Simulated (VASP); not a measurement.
Runs of VASP 6.6.1 on CuH3. The structure is that of space group Pm-3m (No. 221), or close to it. The cells are those of the table. The cell was generated, and may not be a known phase.

```tsv
task	cell	k mesh	cutoff (eV)	gap on the mesh (eV)	pressure (GPa)
relaxation of cell and atoms	relaxed from a = 2.774 Å, 4 atoms	16 × 16 × 16	600	none	0.2
relaxation of cell and atoms	relaxed from a = 3.324 Å, 4 atoms	6 × 6 × 6	600	none	-1.1
single point	a = 2.774 Å, 4 atoms	6 × 6 × 6	520	none	(a)
single point	a = 3.324 Å, 4 atoms	6 × 6 × 6	520	none	-22.9
single point	a = 2.771 Å, 4 atoms	16 × 16 × 16	520	none	-0.1
```

Alike in all rows: level PBE; potentials or basis VASP PAW PBE potentials, release 64 (Cu, H); no spin polarisation; smearing gaussian 0.1 eV.

Q: Fill in the values left out.

A: (a) 0.0.

Caveats: some runs use coarse meshes; the cell stands under tension (at least some runs).

A gap of «none» marks levels without a gap at the run's occupations.
